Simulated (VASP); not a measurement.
Runs of VASP 6.6.1 on Ta2N. The structure is that of space group P-3m1 (No. 164), or close to it. The cells are those of the table. 

| cell | gap on the mesh (eV) | pressure (GPa) | largest force (eV/Å) |
| --- | --- | --- | --- |
| a = 3.156, b = 3.156, c = 5.064 Å, angles 90.0, 90.0, 120.0°, 3 atoms | none | -23.7 | 0.37 |
| a = 2.925, b = 2.925, c = 4.944 Å, angles 90.0, 90.0, 120.0°, 3 atoms | none | (b) | 1.34 |
| a = 2.925, b = 2.925, c = 4.703 Å, angles 90.0, 90.0, 120.0°, 3 atoms | none | (a) | 1.42 |
| a = 3.156, b = 3.156, c = 4.944 Å, angles 90.0, 90.0, 120.0°, 3 atoms | none | -18.7 | 0.38 |
| a = 3.002, b = 3.002, c = 4.582 Å, angles 90.0, 90.0, 120.0°, 3 atoms | none | 39.5 | 0.62 |
| a = 2.925, b = 2.925, c = 4.823 Å, angles 90.0, 90.0, 120.0°, 3 atoms | none | 40.0 | 1.38 |
| a = 2.925, b = 2.925, c = 5.064 Å, angles 90.0, 90.0, 120.0°, 3 atoms | none | 20.2 | 1.27 |
| a = 3.233, b = 3.233, c = 4.823 Å, angles 90.0, 90.0, 120.0°, 3 atoms | none | -23.2 | 0.77 |
| a = 2.925, b = 2.925, c = 4.582 Å, angles 90.0, 90.0, 120.0°, 3 atoms | none | 66.1 | 1.43 |
| a = 3.002, b = 3.002, c = 4.703 Å, angles 90.0, 90.0, 120.0°, 3 atoms | none | 27.9 | 0.65 |
| a = 3.233, b = 3.233, c = 4.944 Å, angles 90.0, 90.0, 120.0°, 3 atoms | none | -27.9 | 0.73 |
| a = 3.233, b = 3.233, c = 5.064 Å, angles 90.0, 90.0, 120.0°, 3 atoms | none | -31.9 | 0.70 |

Alike in all rows: task single point; level PBEsol; potentials or basis VASP PAW PBE potentials, release 64 (Ta_pv, N); no spin polarisation; k mesh 18 × 18 × 10; cutoff (eV) 520; smearing gaussian 0.15 eV.

**Question.** Fill in the values left out.

**Answer.** (a) 52.2; (b) 29.4.

Caveats: the PAW data sets were made with another functional, which shifts forces and pressure a little; spin-orbit coupling is left out, which moves the levels of the heavy elements; the cell stands under tension (at least some runs); the cell stands under pressure (at least some runs); the stress differs along the axes, from 17 to 36 GPa (at least some runs); the stress differs along the axes, from 47 to 55 GPa (at least some runs); the stress differs along the axes, from 37 to 45 GPa (at least some runs).

A k mesh can miss the band edges, and the runs leave out spin-orbit coupling on Ta.

A gap of «none» marks levels without a gap at the run's occupations.
